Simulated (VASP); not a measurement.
Runs of VASP 6.6.1 on Sr. The structure is that of space group P6_3/mmc (No. 194), or close to it. The cells are those of the table. This isn't the form of Sr at room conditions, which is fcc.

```tsv
task	cell	k mesh	cutoff (eV)	gap on the mesh (eV)	pressure (GPa)
single point	a = 4.132, b = 4.132, c = 13.544 Å, angles 90.0, 90.0, 120.0°, 4 atoms	12 × 12 × 4	520	none	1.3
single point	a = 4.221, b = 4.221, c = 13.836 Å, angles 90.0, 90.0, 120.0°, 4 atoms	12 × 12 × 4	520	none	(a)
relaxation of shape and atoms at fixed volume	relaxed from a = 4.132, b = 4.132, c = 13.544 Å, angles 90.0, 90.0, 120.0°, 4 atoms	12 × 12 × 4	600	none	1.3
single point	a = 4.086, b = 4.086, c = 13.394 Å, angles 90.0, 90.0, 120.0°, 4 atoms	12 × 12 × 4	520	none	1.8
single point	a = 4.264, b = 4.264, c = 13.932 Å, angles 90.0, 90.0, 120.0°, 4 atoms	6 × 6 × 2	520	none	0.1
```

Alike in all rows: level PBE; potentials or basis VASP PAW PBE potentials, release 64 (Sr_sv); no spin polarisation; smearing gaussian 0.1 eV.

Task: Estimate the missing entries.

Result: (a) 0.4.

Caveats: the relaxation stopped at its first step, so nothing moved (at least some runs).

A k mesh can miss the band edges, and the runs leave out spin-orbit coupling on Sr.

A gap of «none» marks levels without a gap at the run's occupations.
